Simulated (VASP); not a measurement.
HfSnO4, 12 atoms in the cell. Symmetry: P-42_1m, No. 113, tetragonal system. Conventional cell: a = 4.799 Å, b = 4.799 Å, c = 6.437 Å, α = 90.00°, β = 90.00°, γ = 90.00°. Within 2.7 Å of Sn (site symmetry 2mm) lie 6 O at 2.06 to 2.08 Å. O (site symmetry m) has 2 Sn at 2.06 to 2.08 Å and 1 Hf at 2.09 Å and 1 O at 2.67 Å within 2.7 Å. O (site symmetry m) has 1 Sn at 2.08 Å and 2 Hf at 2.08 to 2.09 Å and 1 O at 2.63 Å within 2.7 Å. Hf (site symmetry 2mm) has 6 O at 2.08 to 2.09 Å within 2.8 Å. 

| Item | Value |
| --- | --- |
| Program | VASP 6.6.1 |
| Task | single point |
| Functional | PBE |
| Potentials or basis | VASP PAW PBE potentials, release 64 (Sn_d, O, Hf_pv) |
| Cutoff | 520 eV |
| k mesh | 6 × 6 × 4 |
| Occupations | fermi-dirac, width 0.02 eV |
| Spin | no spin polarisation |
| Dipole correction | no |
| Further INCAR settings | ALGO = Normal; EDIFF = 1e-07; NBANDS = 60 |

Potentials or basis: VASP PAW PBE potentials, release 64 (Sn_d, O, Hf_pv).

Run with:

```bash
$ cat potpaw_PBE.64/Sn_d/POTCAR potpaw_PBE.64/O/POTCAR potpaw_PBE.64/Hf_pv/POTCAR > POTCAR
$ mpirun -np 1 vasp_std > vasp.out
```

Hardware: 1 thread of AMD EPYC 7R13 (shared host).

Q: How long does it take, and how much memory?

A: Wall time 13 min on 1 thread of AMD EPYC 7R13 (shared host), peak memory 0.34 GiB. Counts: scf iterations 18, k points 30.
